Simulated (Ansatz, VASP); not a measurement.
# Two plane-wave programs on PbSe

The input POSCAR:

```
PbSe
1.0
    5.1218627470      0.0000000000      0.0000000000
   -2.5609313735      4.4356632536      0.0000000000
    0.0000000000      0.0000000000      6.1505191548
Pb Se
2 2
Direct
    0.3333333333      0.6666666667      0.2500000000
    0.6666666667      0.3333333333      0.7500000000
    0.6666666667      0.3333333333      0.2500000000
    0.3333333333      0.6666666667      0.7500000000
```

The input INCAR.step1:

```
SYSTEM = PbSe
ALGO = Normal
EDIFF = 1E-4
ENCUT = 520
GGA = PE
ISMEAR = 0
LASPH = .True.
LCHARG = .False.
LREAL = .False.
LWAVE = .True.
NBANDS = 28
NELM = 60
PREC = Accurate
SIGMA = 0.01
```

INCAR.step2

```
SYSTEM = PbSe
ALGO = Normal
EDIFF = 1E-6
ENCUT = 520
ISIF = 2
ISMEAR = 0
ISTART = 1
LASPH = .True.
LCHARG = .False.
LMIXTAU = .True.
LREAL = .False.
LWAVE = .False.
METAGGA = R2SCAN
NBANDS = 28
NELM = 60
PREC = Accurate
SIGMA = 0.01
```

Contents of KPOINTS:

```
k-points
0
Gamma
  6 6 4
  0 0 0
```

Input for Ansatz:

```yaml
crystal:
  lattice:
    - [5.121862747, 0.0, 0.0]
    - [-2.5609313735, 4.4356632536, 0.0]
    - [0.0, 0.0, 6.1505191548]
  atoms:
    - { symbol: Pb, position: [0.3333333333, 0.6666666667, 0.25] }
    - { symbol: Pb, position: [0.6666666667, 0.3333333333, 0.75] }
    - { symbol: Se, position: [0.6666666667, 0.3333333333, 0.25] }
    - { symbol: Se, position: [0.3333333333, 0.6666666667, 0.75] }
kpoints:
  mp_grid: { grid: [6, 6, 4] }
hamiltonian:
  xc: r2scan
scf:
  occupations: { method: fixed }
  n_extra_bands: 5
output:
  forces: true
  stress: true
  eigenvalues: true
```

Alike in both runs: task single point; functional r2SCAN; k mesh 6 × 6 × 4; no spin polarisation.

|  | VASP | Ansatz |
| --- | --- | --- |
| version | VASP 6.6.1 | Ansatz 0.2.0 |
| potentials or method | VASP PAW PBE potentials, release 64 (Pb_d, Se) | plane waves, PAW |
| plane-wave cutoff (eV) | 520 | 500 |
| occupations | gaussian, width 0.01 eV | fixed |
| valence electrons in the cell | 40 | 60 |

Ansatz gave:

| Property | Result |
| --- | --- |
| gap on the k mesh at the Fermi level (eV) | 1.43 |
| pressure (GPa) | 1.3 |
| traceless stress, the component that is largest in VASP (GPa) | 0.06 |

**Question.** Which values does VASP return?

**Answer.** gap on the k mesh at the Fermi level (eV): 1.43; pressure (GPa): 1.3; traceless stress, the component that is largest in VASP (GPa): 0.05.

VASP's potentials were made for PBE, not for r2SCAN. VASP's potentials hold 40 valence electrons a cell and Ansatz's 60, so a difference there can come from the potentials and not from the codes.

Spin-orbit coupling is off throughout.
